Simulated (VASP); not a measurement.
Input of a VASP 6.6.1 run:

The input INCAR:

```
  ALGO = Normal
  EDIFF = 1E-6
  ENCUT = 520
  GGA = PE
  ISIF = 2
  ISMEAR = 0
  LASPH = T
  LCHARG = T
  LELF = T
  LREAL = F
  LVHAR = T
  LWAVE = F
  NBANDS = 37
  NELM = 80
  PREC = Accurate
  SIGMA = 0.1
```

The input KPOINTS:

```
k-points
0
Gamma
  6 6 4
```

POSCAR

```
Sc4Mo
1.0
    4.8955828362      0.0000000029      0.0000000000
   -2.4477914206      4.2396991011      0.0000000000
    0.0000000000      0.0000000000      5.7133919645
Sc Mo
4 1
Direct
    0.3333333333      0.6666666667      0.5000000000
    0.6666666667      0.3333333333      0.5000000000
    0.3333333333      0.6666666667      0.0000000000
    0.6666666667      0.3333333333      0.0000000000
    0.0000000000      0.0000000000      0.5000000000
```

Potentials or basis: VASP PAW PBE potentials, release 64 (Sc_sv, Mo_sv).

Run with:

```bash
$ cat potpaw_PBE.64/Sc_sv/POTCAR potpaw_PBE.64/Mo_sv/POTCAR > POTCAR
$ mpirun -np 1 vasp_std > vasp.out
```

**Question.** What does it give for the band gap on the k mesh?

**Answer.** Zero (bands 29 and 30 overlap by 0.39 eV).

**Question.** Estimate the pressure.

**Answer.** 0.4 GPa.
